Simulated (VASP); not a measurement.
# MnSi (P2_13) in VASP: a series of runs

The runs below take MnSi through single point, with PBE.

Program: VASP 6.6.1. These are calculated values, not measurements. Logs are shortened: lines on timing, memory, paths and dates and some standing lists are left out, and cuts for length are marked.

## (1) The cell of the first run

It takes space group P2_13 (No. 198, cubic). The conventional cell has a = 4.517 Å, b = 4.517 Å, c = 4.517 Å, α = 90.00°, β = 90.00°, γ = 90.00°. Within 3.0 Å of Mn (site symmetry 3) lie 7 Si at 2.28 to 2.53 Å and 6 Mn at 2.77 Å. Within 3.0 Å of Si (site symmetry 3) lie 7 Mn at 2.28 to 2.53 Å and 6 Si at 2.79 Å.

## (2) Single point, PBE, collinear spin, ferromagnetic start

Input file INCAR:

```
SYSTEM = MnSi
PREC = Accurate
ENCUT = 520
EDIFF = 1E-6
ISMEAR = 0
SIGMA = 0.1
LREAL = .False.
LASPH = .True.
NELM = 150
ALGO = Normal
ISIF = 2
LWAVE = .False.
LCHARG = .False.
ISPIN = 2
MAGMOM = 4 4 4 4 0 0 0 0
LORBIT = 11
LMAXMIX = 4
GGA = PE
NBANDS = 48
```

Input file KPOINTS:

```
regular mesh
0
Gamma
  4 4 4
  0 0 0
```

Input file POSCAR:

```
MnSi
1.0
    4.5173456243      0.0000000000      0.0000000000
    0.0000000000      4.5173456243      0.0000000000
    0.0000000000      0.0000000000      4.5173456243
Mn Si
4 4
Direct
    0.1364748491      0.1364748491      0.1364748491
    0.3635251509      0.8635251509      0.6364748491
    0.6364748491      0.3635251509      0.8635251509
    0.8635251509      0.6364748491      0.3635251509
    0.8453875963      0.8453875963      0.8453875963
    0.6546124037      0.1546124037      0.3453875963
    0.3453875963      0.6546124037      0.1546124037
    0.1546124037      0.3453875963      0.6546124037
```

Potentials or basis: VASP PAW PBE potentials, release 64 (Mn_pv, Si).

Run with:

```sh
$ cat potpaw_PBE.64/Mn_pv/POTCAR potpaw_PBE.64/Si/POTCAR > POTCAR
$ mpirun -np 1 vasp_std > vasp.out
```

OUTCAR:

```text
SYSTEM = MnSi
   PREC = Accurate
   ENCUT = 520
   EDIFF = 1E-6
   ISMEAR = 0
   LREAL = .False.
   LASPH = .True.
   NELM = 150
   ISIF = 2
   ISPIN = 2
   LORBIT = 11
   GGA = PE

 ion  position               nearest neighbor table
   1  0.136  0.136  0.136-   5 2.28   6 2.37   7 2.37   8 2.37   7 2.53   8 2.53   6 2.53   3 2.77
                             4 2.77   2 2.77   2 2.77   4 2.77   3 2.77
   2  0.364  0.864  0.636-   6 2.28   5 2.37   7 2.37   8 2.37   7 2.53   8 2.53   5 2.53   1 2.77
                             1 2.77   3 2.77   3 2.77   4 2.77   4 2.77
   3  0.636  0.364  0.864-   7 2.28   6 2.37   5 2.37   8 2.37   8 2.53   6 2.53   5 2.53   1 2.77
                             4 2.77   2 2.77   2 2.77   4 2.77   1 2.77
   4  0.864  0.636  0.364-   8 2.28   6 2.37   7 2.37   5 2.37   6 2.53   5 2.53   7 2.53   1 2.77
                             3 2.77   2 2.77   1 2.77   2 2.77   3 2.77
   5  0.845  0.845  0.845-   1 2.28   2 2.37   3 2.37   4 2.37   3 2.53   4 2.53   2 2.53   6 2.79
                             7 2.79   8 2.79   6 2.79   8 2.79   7 2.79
   6  0.655  0.155  0.345-   2 2.28   1 2.37   3 2.37   4 2.37   3 2.53   4 2.53   1 2.53   8 2.79
                             5 2.79   5 2.79   7 2.79   7 2.79   8 2.79
   7  0.345  0.655  0.155-   3 2.28   2 2.37   1 2.37   4 2.37   4 2.53   2 2.53   1 2.53   8 2.79
                             5 2.79   8 2.79   6 2.79   6 2.79   5 2.79
   8  0.155  0.345  0.655-   4 2.28   2 2.37   3 2.37   1 2.37   2 2.53   1 2.53   3 2.53   7 2.79
                             5 2.79   7 2.79   5 2.79   6 2.79   6 2.79

  LATTYP: Found a simple cubic cell.
 ALAT       =     4.5173456243

  Lattice vectors:

 A1 = (   4.5173456243,   0.0000000000,   0.0000000000)
 A2 = (   0.0000000000,   4.5173456243,   0.0000000000)
 A3 = (   0.0000000000,   0.0000000000,   4.5173456243)

Analysis of symmetry for initial positions (statically):
=====================================================================
 Subroutine PRICEL returns:
 Original cell was already a primitive cell.

 Routine SETGRP: Setting up the symmetry group for a
 simple cubic supercell.

 Subroutine GETGRP returns: Found 12 space group operations
 (whereof  3 operations were pure point group operations)
 out of a pool of 48 trial point group operations.

The static configuration has the point symmetry C_3 .
 The point group associated with its full space group is T   .

Analysis of symmetry for dynamics (positions and initial velocities):
=====================================================================
 Subroutine PRICEL returns:
 Original cell was already a primitive cell.

 Routine SETGRP: Setting up the symmetry group for a
 simple cubic supercell.

 Subroutine GETGRP returns: Found 12 space group operations
 (whereof  3 operations were pure point group operations)
 out of a pool of 48 trial point group operations.

The dynamic configuration has the point symmetry C_3 .
 The point group associated with its full space group is T   .

Analysis of structural, dynamic, and magnetic symmetry:
=====================================================================
 Subroutine PRICEL returns:
 Original cell was already a primitive cell.

 Routine SETGRP: Setting up the symmetry group for a
 simple cubic supercell.

 Subroutine GETGRP returns: Found 12 space group operations
 (whereof  3 operations were pure point group operations)
 out of a pool of 48 trial point group operations.

The overall configuration has the point symmetry C_3 .
 The point group associated with its full space group is T   .

 Subroutine INISYM returns: Found 12 space group operations
 (whereof  3 operations are pure point group operations),
 and found     1 'primitive' translations

----------------------------------------------------------------------------------------

                                     Primitive cell

  volume of cell :      92.1828

  direct lattice vectors                    reciprocal lattice vectors
     4.517345624  0.000000000  0.000000000     0.221368937  0.000000000  0.000000000
     0.000000000  4.517345624  0.000000000     0.000000000  0.221368937  0.000000000
     0.000000000  0.000000000  4.517345624     0.000000000  0.000000000  0.221368937

  length of vectors
     4.517345624  4.517345624  4.517345624     0.221368937  0.221368937  0.221368937

  position of ions in fractional coordinates (direct lattice)
     0.136474849  0.136474849  0.136474849
     0.363525151  0.863525151  0.636474849
     0.636474849  0.363525151  0.863525151
     0.863525151  0.636474849  0.363525151
     0.845387596  0.845387596  0.845387596
     0.654612404  0.154612404  0.345387596
     0.345387596  0.654612404  0.154612404
     0.154612404  0.345387596  0.654612404

  ion indices of the primitive-cell ions
   primitive index   ion index
                 1           1
                 2           2
                 3           3
                 4           4
                 5           5
                 6           6
                 7           7
                 8           8

----------------------------------------------------------------------------------------

 KPOINTS: regular mesh

Automatic generation of k-mesh.
 Grid dimensions read from file:
 generate k-points for:    4    4    4

 Generating k-lattice:

  Cartesian coordinates                     Fractional coordinates (reciprocal lattice)
     0.055342234  0.000000000  0.000000000     0.250000000  0.000000000  0.000000000
     0.000000000  0.055342234  0.000000000     0.000000000  0.250000000  0.000000000
     0.000000000  0.000000000  0.055342234     0.000000000  0.000000000  0.250000000

  Length of vectors
     0.055342234  0.055342234  0.055342234

  Shift w.r.t. Gamma in fractional coordinates (k-lattice)
     0.000000000  0.000000000  0.000000000

 Subroutine IBZKPT returns following result:
 ===========================================

 Found     11 irreducible k-points:

 Following reciprocal coordinates:
            Coordinates               Weight
  0.000000  0.000000  0.000000      1.000000
  0.250000  0.000000  0.000000      6.000000
  0.500000  0.000000  0.000000      3.000000
  0.250000  0.250000  0.000000     12.000000
  0.500000  0.250000  0.000000      6.000000
 -0.250000  0.500000  0.000000      6.000000
  0.500000  0.500000  0.000000      3.000000
  0.250000  0.250000  0.250000      8.000000
  0.500000  0.250000  0.250000     12.000000
  0.500000  0.500000  0.250000      6.000000
  0.500000  0.500000  0.500000      1.000000
   k-points           NKPTS =     11   k-points in BZ     NKDIM =     11   number of bands    NBANDS=     48
   number of dos      NEDOS =    301   number of ions     NIONS =      8
   total plane-waves  NPLWV =  46656
   dimension x,y,z NGX =    36 NGY =   36 NGZ =   36
   dimension x,y,z NGXF=    72 NGYF=   72 NGZF=   72
   ions per type =               4   4
   NGX,Y,Z   is equivalent  to a cutoff of  13.25, 13.25, 13.25 a.u.
   NGXF,Y,Z  is equivalent  to a cutoff of  26.50, 26.50, 26.50 a.u.
 SYSTEM =  MnSi
   PREC   = accura    normal or accurate (medium, high low for compatibility)
   ISTART =      0    job   : 0-new  1-cont  2-samecut
   ICHARG =      2    charge: 1-file 2-atom 10-const
   ISPIN  =      2    spin polarized calculation?
   LNONCOLLINEAR =      F non collinear calculations
   LSORBIT =      F    spin-orbit coupling
   LASPH  =      T    aspherical Exc in radial PAW
   ENCUT  =  520.0 eV  38.22 Ry    6.18 a.u.   8.40  8.40  8.40*2*pi/ulx,y,z
   NELM   =    150;   NELMIN=  2; NELMDL= -5     # of ELM steps
   EDIFF  = 0.1E-05   stopping-criterion for ELM
   LREAL  =      F    real-space projection
   EDIFFG = 0.1E-04   stopping-criterion for IOM
   NSW    =      0    number of steps for IOM
   IBRION =     -1    ionic relax: 0-MD 1-quasi-New 2-CG
   NFREE  =      0    steps in history (QN), initial steepest desc. (CG)
   ISIF   =      2    stress and relaxation
   ISYM   =      2    0-nonsym 1-usesym 2-fastsym
   POTIM  = 0.5000    time-step for ionic-motion
   TEBEG  =    0.0;   TEEND  =   0.0 temperature during run
   PSTRESS=    0.0 pullay stress
   NELECT =      68.0000    total number of electrons
   NUPDOWN=      -1.0000    fix difference up-down
   EMIN   =  10.00;   EMAX   =-10.00  energy-range for DOS
   EFERMI =   0.00;   METHOD = LEGACY
   ISMEAR =     0;   SIGMA  =   0.10  broadening in eV -4-tet -1-fermi 0-gaus
   EFERMI_NEDOS =   21; number of points for ismear=-14 and -15
   IALGO  =     38    algorithm
   IMIX   =      4    mixing-type and parameters
     AMIX     =   0.40;   BMIX     =  1.00
     AMIX_MAG =   1.60;   BMIX_MAG =  1.00
  volume/ion in A,a.u.               =      11.52        77.76
  Fermi-wavevector in a.u.,A,eV,Ry     =   1.479203  2.795289 29.770117  2.188042
  Thomas-Fermi vector in A             =   2.593390
   LORBIT       =     11    0 simple, 1 ext, 2 COOP (PROOUT), +10 PAW based schemes
   GGA     = PE    functional components
   LHFCALC =     F    Hartree Fock is set to
   AEXX    =    0.0000 exact exchange contribution
   IVDW    =     0    specifies the selected vdW correction
   LEPSILON=     F    determine dielectric tensor
   LRPA    =     F    only Hartree local field effects (RPA)
 spin polarized calculation
 Gauss-broadening in eV      SIGMA  =   0.10
  energy-cutoff  :      520.00
  volume of cell :       92.18
 maximum number of plane-waves:      2517
 NGX is ok and might be reduce to    36
   NGX = 17   NGY = 17   NGZ = 17

 number of electron      68.0000000 magnetization      16.0000000

 number of electron      68.0000036 magnetization       3.9820859

 Free energy of the ion-electron system (eV)
  ---------------------------------------------------
  ext. energy  EPLUGINS =         0.00000000
  ---------------------------------------------------
  free energy    TOTEN  =       -61.44320636 eV

  energy without entropy =      -61.42372402  energy(sigma->0) =      -61.43346519

 E-fermi :  11.2161     XC(G=0): -12.8231

 val. band max:       11.2110244578   @ k =   0.5000   0.5000   0.5000
 cond. band min:      11.2626552041   @ k =   0.2500   0.2500   0.0000
 fundamental gap:      0.0516307463
 Fermi energy:        11.2160755632

 spin component 1

 k-point     1 :       0.0000    0.0000    0.0000
  band No.  band energies     occupation
      1     -37.2700      1.00000
      2     -37.2700      1.00000
      3     -37.2700      1.00000
      4     -37.1964      1.00000
      5     -37.1964      1.00000
      6     -37.1891      1.00000
[... 528 lines left out ...]
     45      17.0851      0.00000
     46      17.0851      0.00000
 Fermi energy:        11.2160755632

 spin component 2

 k-point     1 :       0.0000    0.0000    0.0000
  band No.  band energies     occupation
      1     -36.2490      1.00000
      2     -36.2490      1.00000
      3     -36.2490      1.00000
      4     -36.1620      1.00000
      5     -36.0349      1.00000
      6     -36.0349      1.00000
[... 528 lines left out ...]
     45      17.3681      0.00000
     46      17.3681      0.00000
 [bands above 46 left out]

------------------------ aborting loop because EDIFF is reached ----------------------------------------

  FORCE on cell =-STRESS in cart. coord.  units (eV):
  Direction    XX          YY          ZZ          XY          YZ          ZX
  --------------------------------------------------------------------------------------
  -------------------------------------------------------------------------------------
  Total        0.0446826      0.0446826      0.0446826      0.0000000      0.0000000      0.0000000
  in kB        0.7766034      0.7766034      0.7766034      0.0000000      0.0000000      0.0000000
  external PRESSURE =       0.7766034 kB  Pullay stress =       0.0000000 kB

 VOLUME and BASIS-vectors are now :
 -----------------------------------------------------------------------------
  energy-cutoff  :      520.00
  volume of cell :       92.18
      direct lattice vectors                 reciprocal lattice vectors
     4.517345624  0.000000000  0.000000000     0.221368937  0.000000000  0.000000000
     0.000000000  4.517345624  0.000000000     0.000000000  0.221368937  0.000000000
     0.000000000  0.000000000  4.517345624     0.000000000  0.000000000  0.221368937

 POSITION                                       TOTAL-FORCE (eV/Angst)
 -----------------------------------------------------------------------------------
      0.61650      0.61650      0.61650         0.009411      0.009411      0.009411
      1.64217      3.90084      2.87518        -0.009411     -0.009411      0.009411
      2.87518      1.64217      3.90084         0.009411     -0.009411     -0.009411
      3.90084      2.87518      1.64217        -0.009411      0.009411     -0.009411
      3.81891      3.81891      3.81891        -0.004784     -0.004784     -0.004784
      2.95711      0.69844      1.56024         0.004784      0.004784     -0.004784
      1.56024      2.95711      0.69844        -0.004784      0.004784      0.004784
      0.69844      1.56024      2.95711         0.004784     -0.004784      0.004784
 -----------------------------------------------------------------------------------
    total drift:                               -0.000001     -0.000001      0.000000

  FREE ENERGIE OF THE ION-ELECTRON SYSTEM (eV)
  ---------------------------------------------------
  free  energy   TOTEN  =       -61.4432063575 eV

  energy  without entropy=      -61.4237240230  energy(sigma->0) =      -61.43346519

 total charge

# of ion       s       p       d       tot
------------------------------------------
    1        0.334   6.389   5.290  12.012
    2        0.334   6.389   5.290  12.012
    3        0.334   6.389   5.290  12.012
    4        0.334   6.389   5.290  12.012
    5        0.744   0.906   0.000   1.649
    6        0.744   0.906   0.000   1.649
    7        0.744   0.906   0.000   1.649
    8        0.744   0.906   0.000   1.649
--------------------------------------------------
tot          4.310  29.178  21.159  54.646

 magnetization (x)

# of ion       s       p       d       tot
------------------------------------------
    1        0.001   0.007   1.047   1.054
    2        0.001   0.007   1.047   1.054
    3        0.001   0.007   1.047   1.054
    4        0.001   0.007   1.047   1.054
    5       -0.013  -0.035   0.000  -0.048
    6       -0.013  -0.035   0.000  -0.048
    7       -0.013  -0.035   0.000  -0.048
    8       -0.013  -0.035   0.000  -0.048
--------------------------------------------------
tot         -0.048  -0.113   4.187   4.025
```

It took 97 s on 1 thread of Intel Xeon Platinum 8275CL at 3.00GHz (Skylake/Cascade Lake), shared host; peak memory 0.27 GiB.

Results:

* Free energy: -61.4432 eV
* Pressure: 0.1 GPa
* Largest force: 0.016 eV/Å
* Band gap on the k mesh: zero (filled and empty bands overlap)
* Net moment: 3.98 μB per cell
* Site moments: Mn +1.05; Si -0.05 μB
* Valence electrons inside the program's atomic spheres: Mn 12.01; Si 1.65

Forces on the atoms (eV/Å):
```
Mn   0.009  0.009  0.009
Mn  -0.009 -0.009  0.009
Mn   0.009 -0.009 -0.009
Mn  -0.009  0.009 -0.009
Si  -0.005 -0.005 -0.005
Si   0.005  0.005 -0.005
Si  -0.005  0.005  0.005
Si   0.005 -0.005  0.005
```

## (3) Single point, PBE, collinear spin, ferromagnetic start

This run uses another cell than the first one, of 11.82 Å³/atom.

Input file INCAR:

```
PREC = Accurate
ENCUT = 520
EDIFF = 1E-6
ISMEAR = 0
SIGMA = 0.1
LREAL = F
LASPH = T
NELM = 150
ALGO = Normal
ISIF = 2
LWAVE = F
LCHARG = F
ISPIN = 2
MAGMOM = 4 4 4 4 0 0 0 0
LORBIT = 11
LMAXMIX = 4
GGA = PE
NBANDS = 48
```

Input file KPOINTS:

```
Automatic mesh
0
Gamma
  4 4 4
```

Input file POSCAR:

```
MnSi
1.0
    4.5561299300      0.0000000000      0.0000000000
    0.0000000000      4.5561299300      0.0000000000
    0.0000000000      0.0000000000      4.5561299300
Mn Si
4 4
Direct
    0.1383000000      0.1383000000      0.1383000000
    0.3617000000      0.8617000000      0.6383000000
    0.6383000000      0.3617000000      0.8617000000
    0.8617000000      0.6383000000      0.3617000000
    0.8460999700      0.8460999700      0.8460999700
    0.6539000300      0.1539000300      0.3460999700
    0.3460999700      0.6539000300      0.1539000300
    0.1539000300      0.3460999700      0.6539000300
```

Potentials or basis: VASP PAW PBE potentials, release 64 (Mn_pv, Si).

Run with:

```sh
$ cat potpaw_PBE.64/Mn_pv/POTCAR potpaw_PBE.64/Si/POTCAR > POTCAR
$ mpirun -np 1 vasp_std > vasp.out
```

It took 99 s on 1 thread of Intel Xeon Platinum 8275CL at 3.00GHz (Skylake/Cascade Lake), shared host; peak memory 0.27 GiB.

It converged, with:

```yaml
Free_energy: -61.3935 eV
Pressure: -5.5 GPa
Largest_force: 0.284 eV/Å
Band_gap_on_the_k_mesh: zero (filled and empty bands overlap)
Net_moment: 4.02 μB per cell
Site_moments: Mn +1.07; Si -0.05 μB
Valence_electrons_inside_the_program's_atomic_spheres: Mn 11.96; Si 1.63
```

Forces in eV/Å, atoms in the order of the input:
```
Mn  -0.164 -0.164 -0.164
Mn   0.164  0.164 -0.164
Mn  -0.164  0.164  0.164
Mn   0.164 -0.164  0.164
Si  -0.049 -0.049 -0.049
Si   0.049  0.049 -0.049
Si  -0.049  0.049  0.049
Si   0.049 -0.049  0.049
```

Levels at points of the mesh, in eV from the Fermi level:
Spin up:
| k point | band 33 | band 34 | band 35 | band 36 | band 37 | band 38 | band 39 | band 40 |
| --- | --- | --- | --- | --- | --- | --- | --- | --- |
| (0.00, 0.00, 0.00) | -0.49 | -0.49 | -0.44 | -0.44 | 0.61 | 0.61 | 0.61 | 2.74 |
| (0.50, 0.00, 0.00) | -0.73 | -0.73 | -0.25 | -0.25 | 0.16 | 0.16 | 1.65 | 1.65 |
| (0.50, 0.50, 0.00) | -1.12 | -1.12 | -0.69 | -0.69 | 0.60 | 0.60 | 1.13 | 1.13 |
| (0.50, 0.50, 0.50) | -0.80 | -0.80 | -0.80 | -0.80 | 0.46 | 0.46 | 0.46 | 0.46 |
Spin down:
| k point | band 30 | band 31 | band 32 | band 33 | band 34 | band 35 |
| --- | --- | --- | --- | --- | --- | --- |
| (0.00, 0.00, 0.00) | -1.45 | -1.45 | 0.58 | 0.58 | 0.58 | 0.90 |
| (0.50, 0.00, 0.00) | -1.21 | -0.47 | -0.47 | 0.52 | 0.52 | 0.81 |
| (0.50, 0.50, 0.00) | -0.65 | -0.55 | -0.55 | -0.32 | -0.32 | 0.53 |
| (0.50, 0.50, 0.50) | 0.01 | 0.01 | 0.01 | 0.16 | 0.16 | 0.16 |

Caveat: the cell stands under tension.

The gap in the log of VASP goes by the Fermi energy; the results here count the filled bands.